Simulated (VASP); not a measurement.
MgWSe3:

```xyz
5
Lattice="4.9764 0.0000 0.0000 0.0000 4.9764 0.0000 0.0000 0.0000 4.9764" Properties=species:S:1:pos:R:3 pbc="T T T"
Mg    0.0000    0.0000    0.0000
W     2.4882    2.4882    2.4882
Se    2.4882    0.0000    0.0000
Se    0.0000    2.4882    0.0000
Se    0.0000    0.0000    2.4882
```

- Program: VASP 6.6.1
- Task: relaxation of cell and atoms
- Functional: PBE
- Potentials or basis: VASP PAW PBE potentials, release 64 (Mg, W_sv, Se)
- Cutoff: 600 eV
- k mesh: 4 × 4 × 4
- Occupations: gaussian, width 0.1 eV
- Spin: no spin polarisation

At the start: pressure -5.0 GPa; volume 24.65 Å³/atom.

Q: Where does the relaxation end?

A: Over 3 steps the energy falls by 41.2 meV/atom and the volume is 22.28 Å³/atom (-9.6 %); space group Pm-3m (No. 221, to 0.05 Å).

Step by step:
```
step  energy change (eV)  largest force (eV/Å)  pressure (GPa)  volume (Å³)
   1              0.0000                0.0000           -5.04       123.24
   2             -0.2017                0.0000            0.91       109.92
   3             -0.2059                0.0000            0.02       111.40
```

Final structure:
```
CELL_PARAMETERS angstrom
4.81171 0.00000 0.00000
0.00000 4.81171 0.00000
0.00000 0.00000 4.81171
ATOMIC_POSITIONS crystal
Mg 0.00000 0.00000 0.00000
W 0.50000 0.50000 0.50000
Se 0.50000 0.00000 0.00000
Se 0.00000 0.50000 0.00000
Se 0.00000 0.00000 0.50000
```
